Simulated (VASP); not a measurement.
# SiGe3: single point with r2SCAN

SiGe3:

```
Si Ge
1.0
     4.15689    0.00000    0.00000
     0.00000    4.15689    0.00000
     0.00000    0.00000    5.39869
Si Ge
1 3
Direct
  0.00000 0.00000 0.00000
  0.00000 0.50000 0.24391
  0.50000 0.50000 0.50000
  0.50000 0.00000 0.75609
```

This cell differs from its parent crystal: epitaxial xy strain +4.7%.

```
Program                : VASP 6.6.1
Task                   : single point
Functional             : r2SCAN
Potentials or basis    : VASP PAW PBE potentials, release 64 (Si, Ge_d)
Cutoff                 : 520 eV
k mesh                 : 6 × 6 × 6
Occupations            : fermi-dirac, width 0.02 eV
Spin                   : no spin polarisation
Dipole correction      : no
Further INCAR settings : ALGO = Normal; EDIFF = 1e-06; NBANDS = 31
```

* Pressure: -3.9 GPa
* Largest force: 0.005 eV/Å

Forces on the atoms (eV/Å):
```
Si   0.000  0.000  0.000
Ge   0.000  0.000 -0.005
Ge   0.000  0.000  0.000
Ge   0.000  0.000  0.005
```

Stress tensor (GPa, compression positive):
```
-5.91  0.00  0.00
 0.00 -5.91  0.00
 0.00  0.00  0.06
```

Levels at points of the mesh, in eV from the Fermi level:
```csv
k point,band 20,band 21,band 22,band 23,band 24,band 25,band 26,band 27
"(0.00, 0.00, 0.00)",-3.63,-0.46,-0.46,0.00,0.24,0.40,0.49,2.21
"(0.50, 0.00, 0.00)",-3.72,-3.63,-2.26,-1.96,1.40,1.71,4.64,4.81
"(0.50, 0.50, 0.00)",-3.11,-3.01,-3.01,-2.94,0.77,0.96,0.96,1.45
"(0.00, 0.00, 0.50)",-2.67,-2.67,-2.37,-2.37,0.33,0.70,2.84,2.99
"(0.50, 0.00, 0.50)",-2.15,-1.80,-1.29,-1.23,0.03,0.35,3.29,3.41
"(0.50, 0.50, 0.50)",-4.09,-4.04,-4.02,-4.02,4.89,4.89,5.09,5.18
```

It took 4 min on 1 thread of AMD EPYC 7R13 Processor (Zen 3) (shared host), peak memory 0.22 GiB.

Caveat: the cell differs from its parent crystal (epitaxial xy strain +4.7%); the cell stands under tension; the PAW data sets were made with another functional, which shifts forces and pressure a little.
